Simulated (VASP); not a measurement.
# SnO2: single point with PBEsol

The system is SnO2.

```
Sn O
1.0
     1.64881    0.95194    4.89475
    -1.64881    0.95194    4.89475
     0.00000   -1.90388    4.89475
Sn O
1 2
Direct
  0.50000 0.50000 0.50000
  0.76283 0.76283 0.76283
  0.23717 0.23717 0.23717
```

```
Program                : VASP 6.6.1
Task                   : single point
Functional             : PBEsol
Potentials or basis    : VASP PAW PBE potentials, release 64 (Sn_d, O)
Cutoff                 : 520 eV
k mesh                 : 10 × 10 × 10
Occupations            : fermi-dirac, width 0.05 eV
Spin                   : no spin polarisation
Dipole correction      : no
Further INCAR settings : ALGO = Normal; EDIFF = 1e-06; NBANDS = 20
```

```
Pressure               : -11.3 GPa
Largest force          : 0.880 eV/Å
Band gap on the k mesh : 1.51 eV, indirect (least direct gap 1.59 eV)
```

Forces on the atoms (eV/Å):
```
Sn   0.000  0.000  0.000
O    0.000  0.000  0.880
O    0.000  0.000 -0.880
```

Stress tensor (GPa, compression positive):
```
-13.26   0.00   0.00
  0.00 -13.26   0.00
  0.00   0.00  -7.48
```

Levels at points of the mesh, in eV from the valence-band top:
```tsv
k point	band 9	band 10	band 11	band 12	band 13	band 14	band 15	band 16	band 17	band 18
(0.00, 0.00, 0.00)	-1.23	-1.23	-0.91	-0.91	-0.08	1.51	5.28	10.34	10.34	11.12
(0.50, 0.00, 0.00)	-3.96	-2.81	-1.40	-0.61	-0.52	4.68	7.20	9.49	11.79	11.83
(0.50, 0.50, 0.00)	-4.17	-2.89	-1.09	-0.49	-0.04	4.45	6.45	10.03	10.87	11.79
(0.50, 0.50, 0.50)	-1.28	-1.28	-1.12	-0.86	-0.86	2.70	5.19	10.49	10.49	11.79
```

It took 2.3 min on 1 thread of Intel(R) Xeon(R) 6975P-C (Granite Rapids) (shared host), peak memory 0.29 GiB.

Caveat: the PAW data sets were made with another functional, which shifts forces and pressure a little; spin-orbit coupling is left out, which moves the levels of the heavy elements. A k mesh can miss the band edges.
